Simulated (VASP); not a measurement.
# ZnS (Pm-3m) in VASP: further runs

Aim: see how the results for ZnS move with the level of theory and the settings. Levels: PBE, r2SCAN. Tasks: single point.

All numbers are computed with VASP 6.6.1; they aren't measurements. Logs are shortened: lines on timing, memory, paths and dates and some standing lists are left out, and cuts for length are marked.

## Step 1: The cell of the first run

Symmetry: Pm-3m, No. 221, cubic system. The conventional cell has a = 3.179 Å, b = 3.179 Å, c = 3.179 Å, α = 90.00°, β = 90.00°, γ = 90.00°. Zn (site symmetry m-3m) has 8 S at 2.75 Å and 6 Zn at 3.18 Å within 3.6 Å. S (site symmetry m-3m) has 8 Zn at 2.75 Å and 6 S at 3.18 Å within 3.6 Å.

## Step 2: Single point, PBE

Input file INCAR:

```
ALGO = Normal
EDIFF = 1E-6
ENCUT = 500
GGA = PE
GGA_COMPAT = False
ISIF = 2
ISMEAR = -1
LASPH = True
LCHARG = True
LELF = True
LREAL = False
LVHAR = True
LWAVE = False
NBANDS = 16
NELM = 120
PREC = Accurate
SIGMA = 0.02
```

Input file KPOINTS:

```
k-points
0
Gamma
  6 6 6
```

Input file POSCAR:

```
ZnS
1.0
    3.1792338589      0.0000000000      0.0000000000
    0.0000000000      3.1792338589      0.0000000000
    0.0000000000      0.0000000000      3.1792338589
Zn S
1 1
Direct
    0.0000000000      0.0000000000      0.0000000000
    0.5000000000      0.5000000000      0.5000000000
```

Potentials or basis: VASP PAW PBE potentials, release 64 (Zn, S).

The run is started by

```sh
$ cat potpaw_PBE.64/Zn/POTCAR potpaw_PBE.64/S/POTCAR > POTCAR
$ mpirun -np 1 vasp_std > vasp.out
```

OUTCAR:

```text
EDIFF = 1E-6
   ENCUT = 500
   GGA = PE
   ISIF = 2
   ISMEAR = -1
   LASPH = True
   LREAL = False
   NELM = 120
   PREC = Accurate

 ion  position               nearest neighbor table
   1  0.000  0.000  0.000-   2 2.75   2 2.75   2 2.75   2 2.75   2 2.75   2 2.75   2 2.75   2 2.75

   2  0.500  0.500  0.500-   1 2.75   1 2.75   1 2.75   1 2.75   1 2.75   1 2.75   1 2.75   1 2.75

  LATTYP: Found a simple cubic cell.
 ALAT       =     3.1792338589

  Lattice vectors:

 A1 = (   3.1792338589,   0.0000000000,   0.0000000000)
 A2 = (   0.0000000000,   3.1792338589,   0.0000000000)
 A3 = (   0.0000000000,   0.0000000000,   3.1792338589)

Analysis of symmetry for initial positions (statically):
=====================================================================
 Subroutine PRICEL returns:
 Original cell was already a primitive cell.

 Routine SETGRP: Setting up the symmetry group for a
 simple cubic supercell.

 Subroutine GETGRP returns: Found 48 space group operations
 (whereof 48 operations were pure point group operations)
 out of a pool of 48 trial point group operations.

The static configuration has the point symmetry O_h .

Analysis of symmetry for dynamics (positions and initial velocities):
=====================================================================
 Subroutine PRICEL returns:
 Original cell was already a primitive cell.

 Routine SETGRP: Setting up the symmetry group for a
 simple cubic supercell.

 Subroutine GETGRP returns: Found 48 space group operations
 (whereof 48 operations were pure point group operations)
 out of a pool of 48 trial point group operations.

The dynamic configuration has the point symmetry O_h .

 Subroutine INISYM returns: Found 48 space group operations
 (whereof 48 operations are pure point group operations),
 and found     1 'primitive' translations

----------------------------------------------------------------------------------------

                                     Primitive cell

  volume of cell :      32.1342

  direct lattice vectors                    reciprocal lattice vectors
     3.179233859  0.000000000  0.000000000     0.314541190  0.000000000  0.000000000
     0.000000000  3.179233859  0.000000000     0.000000000  0.314541190  0.000000000
     0.000000000  0.000000000  3.179233859     0.000000000  0.000000000  0.314541190

  length of vectors
     3.179233859  3.179233859  3.179233859     0.314541190  0.314541190  0.314541190

  position of ions in fractional coordinates (direct lattice)
     0.000000000  0.000000000  0.000000000
     0.500000000  0.500000000  0.500000000

  ion indices of the primitive-cell ions
   primitive index   ion index
                 1           1
                 2           2

----------------------------------------------------------------------------------------

 KPOINTS: k-points

Automatic generation of k-mesh.
 Grid dimensions read from file:
 generate k-points for:    6    6    6

 Generating k-lattice:

  Cartesian coordinates                     Fractional coordinates (reciprocal lattice)
     0.052423532  0.000000000  0.000000000     0.166666667  0.000000000  0.000000000
     0.000000000  0.052423532  0.000000000     0.000000000  0.166666667  0.000000000
     0.000000000  0.000000000  0.052423532     0.000000000  0.000000000  0.166666667

  Length of vectors
     0.052423532  0.052423532  0.052423532

  Shift w.r.t. Gamma in fractional coordinates (k-lattice)
     0.000000000  0.000000000  0.000000000

 Subroutine IBZKPT returns following result:
 ===========================================

 Found     20 irreducible k-points:

 Following reciprocal coordinates:
            Coordinates               Weight
  0.000000  0.000000  0.000000      1.000000
  0.166667  0.000000  0.000000      6.000000
  0.333333  0.000000  0.000000      6.000000
  0.500000  0.000000  0.000000      3.000000
  0.166667  0.166667  0.000000     12.000000
  0.333333  0.166667  0.000000     24.000000
[... 12 lines left out ...]
  0.500000  0.500000  0.333333      6.000000
  0.500000  0.500000  0.500000      1.000000
   k-points           NKPTS =     20   k-points in BZ     NKDIM =     20   number of bands    NBANDS=     16
   number of dos      NEDOS =    301   number of ions     NIONS =      2
   total plane-waves  NPLWV =  13824
   dimension x,y,z NGX =    24 NGY =   24 NGZ =   24
   dimension x,y,z NGXF=    48 NGYF=   48 NGZF=   48
   ions per type =               1   1
   NGX,Y,Z   is equivalent  to a cutoff of  12.55, 12.55, 12.55 a.u.
   NGXF,Y,Z  is equivalent  to a cutoff of  25.10, 25.10, 25.10 a.u.
 SYSTEM =  unknown system
   PREC   = accura    normal or accurate (medium, high low for compatibility)
   ISTART =      0    job   : 0-new  1-cont  2-samecut
   ICHARG =      2    charge: 1-file 2-atom 10-const
   ISPIN  =      1    spin polarized calculation?
   LNONCOLLINEAR =      F non collinear calculations
   LSORBIT =      F    spin-orbit coupling
   LASPH  =      T    aspherical Exc in radial PAW
   ENCUT  =  500.0 eV  36.75 Ry    6.06 a.u.   5.80  5.80  5.80*2*pi/ulx,y,z
   NELM   =    120;   NELMIN=  2; NELMDL= -5     # of ELM steps
   EDIFF  = 0.1E-05   stopping-criterion for ELM
   LREAL  =      F    real-space projection
   EDIFFG = 0.1E-04   stopping-criterion for IOM
   NSW    =      0    number of steps for IOM
   IBRION =     -1    ionic relax: 0-MD 1-quasi-New 2-CG
   NFREE  =      0    steps in history (QN), initial steepest desc. (CG)
   ISIF   =      2    stress and relaxation
   ISYM   =      2    0-nonsym 1-usesym 2-fastsym
   POTIM  = 0.5000    time-step for ionic-motion
   TEBEG  =    0.0;   TEEND  =   0.0 temperature during run
   PSTRESS=    0.0 pullay stress
   NELECT =      18.0000    total number of electrons
   NUPDOWN=      -1.0000    fix difference up-down
   EMIN   =  10.00;   EMAX   =-10.00  energy-range for DOS
   EFERMI =   0.00;   METHOD = LEGACY
   ISMEAR =    -1;   SIGMA  =   0.02  broadening in eV -4-tet -1-fermi 0-gaus
   EFERMI_NEDOS =   21; number of points for ismear=-14 and -15
   IALGO  =     38    algorithm
   IMIX   =      4    mixing-type and parameters
     AMIX     =   0.40;   BMIX     =  1.00
     AMIX_MAG =   1.60;   BMIX_MAG =  1.00
  volume/ion in A,a.u.               =      16.07       108.43
  Fermi-wavevector in a.u.,A,eV,Ry     =   1.349511  2.550207 24.778668  1.821181
  Thomas-Fermi vector in A             =   2.477092
   LORBIT       =      0    0 simple, 1 ext, 2 COOP (PROOUT), +10 PAW based schemes
   GGA     = PE    functional components
   LHFCALC =     F    Hartree Fock is set to
   AEXX    =    0.0000 exact exchange contribution
   IVDW    =     0    specifies the selected vdW correction
   LEPSILON=     F    determine dielectric tensor
   LRPA    =     F    only Hartree local field effects (RPA)
 non-spin polarized calculation
  energy-cutoff  :      500.00
  volume of cell :       32.13
 maximum number of plane-waves:       840
 NGX is ok and might be reduce to    24
   NGX = 11   NGY = 11   NGZ = 11

 number of electron      18.0000036 magnetization

 Free energy of the ion-electron system (eV)
  ---------------------------------------------------
  ext. energy  EPLUGINS =         0.00000000
  ---------------------------------------------------
  free energy    TOTEN  =        -4.90651129 eV

  energy without entropy =       -4.90113776  energy(sigma->0) =       -4.90382453

 E-fermi :   4.9054     XC(G=0): -11.1075

 val. band max:        4.8767160332   @ k =   0.5000   0.0000   0.0000
 cond. band min:       4.9200959302   @ k =   0.5000   0.3333   0.1667
 fundamental gap:      0.0433798969
 Fermi energy:         4.9054414332

 k-point     1 :       0.0000    0.0000    0.0000
  band No.  band energies     occupation
      1      -9.7453      2.00000
      2      -2.2837      2.00000
      3      -2.2837      2.00000
      4      -1.8790      2.00000
      5      -1.8790      2.00000
      6      -1.8790      2.00000
[... 8 lines left out ...]
     15      17.0719      0.00000
     16      19.9483      0.00000

 k-point     2 :       0.1667    0.0000    0.0000
  band No.  band energies     occupation
      1      -9.4657      2.00000
      2      -2.2694      2.00000
      3      -2.2667      2.00000
      4      -1.9415      2.00000
      5      -1.9415      2.00000
      6      -1.8738      2.00000
[... 8 lines left out ...]
     15      16.2109      0.00000
     16      20.0814      0.00000

 k-point     3 :       0.3333    0.0000    0.0000
  band No.  band energies     occupation
      1      -8.7647      2.00000
      2      -2.5769      2.00000
      3      -2.2327      2.00000
      4      -2.0577      2.00000
      5      -2.0577      2.00000
      6      -1.8634      2.00000
[... 8 lines left out ...]
     15      18.2295      0.00000
     16      18.5456      0.00000

 k-point     4 :       0.5000    0.0000    0.0000
  band No.  band energies     occupation
      1      -8.2854      2.00000
      2      -3.2186      2.00000
      3      -2.2157      2.00000
      4      -2.1121      2.00000
      5      -2.1121      2.00000
      6      -1.8582      2.00000
[... 8 lines left out ...]
     15      16.9268      0.00000
     16      20.5482      0.00000
[... 248 lines left out ...]
 k-point    18 :       0.5000    0.3333    0.3333
  band No.  band energies     occupation
      1      -6.8724      2.00000
      2      -2.4949      2.00000
      3      -2.4696      2.00000
      4      -2.0204      2.00000
      5      -1.8809      2.00000
      6      -1.8053      2.00000
[... 8 lines left out ...]
     15      19.4663      0.00000
     16      21.4471      0.00000

 k-point    19 :       0.5000    0.5000    0.3333
  band No.  band energies     occupation
      1      -6.5405      2.00000
      2      -2.5399      2.00000
      3      -2.5399      2.00000
      4      -2.2877      2.00000
      5      -1.8404      2.00000
      6      -1.7357      2.00000
[... 8 lines left out ...]
     15      22.5800      0.00000
     16      22.5800      0.00000

 k-point    20 :       0.5000    0.5000    0.5000
  band No.  band energies     occupation
      1      -6.1622      2.00000
      2      -2.6469      2.00000
      3      -2.6469      2.00000
      4      -2.6469      2.00000
      5      -1.7338      2.00000
      6      -1.7338      2.00000
[... 8 lines left out ...]
     15      24.1819      0.00000
     16      24.4169      0.00000

------------------------ aborting loop because EDIFF is reached ----------------------------------------

  FORCE on cell =-STRESS in cart. coord.  units (eV):
  Direction    XX          YY          ZZ          XY          YZ          ZX
  --------------------------------------------------------------------------------------
  -------------------------------------------------------------------------------------
  Total        0.2182545      0.2182545      0.2182545     -0.0000000      0.0000000      0.0000000
  in kB       10.8819423     10.8819423     10.8819423     -0.0000000      0.0000000      0.0000000
  external PRESSURE =      10.8819423 kB  Pullay stress =       0.0000000 kB

 VOLUME and BASIS-vectors are now :
 -----------------------------------------------------------------------------
  energy-cutoff  :      500.00
  volume of cell :       32.13
      direct lattice vectors                 reciprocal lattice vectors
     3.179233859  0.000000000  0.000000000     0.314541190  0.000000000  0.000000000
     0.000000000  3.179233859  0.000000000     0.000000000  0.314541190  0.000000000
     0.000000000  0.000000000  3.179233859     0.000000000  0.000000000  0.314541190

 POSITION                                       TOTAL-FORCE (eV/Angst)
 -----------------------------------------------------------------------------------
      0.00000      0.00000      0.00000         0.000000      0.000000      0.000000
      1.58962      1.58962      1.58962         0.000000      0.000000      0.000000
 -----------------------------------------------------------------------------------
    total drift:                                0.000000      0.000000     -0.000000

  FREE ENERGIE OF THE ION-ELECTRON SYSTEM (eV)
  ---------------------------------------------------
  free  energy   TOTEN  =        -4.9065112911 eV

  energy  without entropy=       -4.9011377630  energy(sigma->0) =       -4.90382453
```

Wall time 8.3 s (1 thread of Intel Xeon Platinum 8259CL at 2.50GHz (Skylake/Cascade Lake), shared host); peak memory 0.13 GiB.

What came out:

```yaml
Free_energy: -4.9065 eV
Pressure: 1.1 GPa
Band_gap_on_the_k_mesh: zero (band 9 reaches 4.95 eV, above the bottom of band 10 at 4.16 eV)
```

## Step 3: Single point, r2SCAN

POSCAR is that of step 2.

Input file INCAR.step1:

```
ALGO = Normal
EDIFF = 1E-5
ENCUT = 550
GGA = PE
GGA_COMPAT = False
ISMEAR = -1
LASPH = True
LCHARG = False
LREAL = False
LWAVE = True
NBANDS = 16
NELM = 120
PREC = Accurate
SIGMA = 0.02
```

Input file INCAR.step2:

```
ALGO = Normal
EDIFF = 1E-6
ENCUT = 550
GGA_COMPAT = False
ISIF = 2
ISMEAR = -1
ISTART = 1
LASPH = True
LCHARG = False
LMIXTAU = True
LREAL = False
LWAVE = False
METAGGA = R2SCAN
NBANDS = 16
NELM = 120
PREC = Accurate
SIGMA = 0.02
```

KPOINTS is that of step 2.

Potentials or basis: VASP PAW PBE potentials, release 64 (Zn, S).

The run is started by

```sh
$ cat potpaw_PBE.64/Zn/POTCAR potpaw_PBE.64/S/POTCAR > POTCAR
$ cp INCAR.step1 INCAR
$ mpirun -np 1 vasp_std > vasp.out
$ cp INCAR.step2 INCAR
$ mpirun -np 1 vasp_std > vasp.out
```

It took 30 s on 1 thread of Intel Xeon Platinum 8259CL at 2.50GHz (Skylake/Cascade Lake), shared host; peak memory 0.14 GiB.

Results (log left out):

```
Free energy            : -16.6838 eV
Pressure               : -0.3 GPa
Band gap on the k mesh : zero (band 9 reaches 4.84 eV, above the bottom of band 10 at 4.04 eV)
```

Levels at points of the mesh, in eV from the Fermi level:
```
           k point  band 6  band 7  band 8  band 9  band 10  band 11  band 12  band 13
(0.00, 0.00, 0.00)   -7.25   -1.50   -1.50   -1.50    -0.17     6.45     6.45    12.95
(0.50, 0.00, 0.00)   -7.23   -6.60   -0.07   -0.07     4.35     5.25     7.47     7.47
(0.50, 0.50, 0.00)   -7.01   -5.60   -5.60   -1.66     0.28     9.03     9.03     9.66
(0.50, 0.50, 0.50)   -7.11   -2.93   -2.93   -2.93     1.43     1.43     1.43     2.56
```

Caveat: the PAW data sets were made with another functional, which shifts forces and pressure a little.
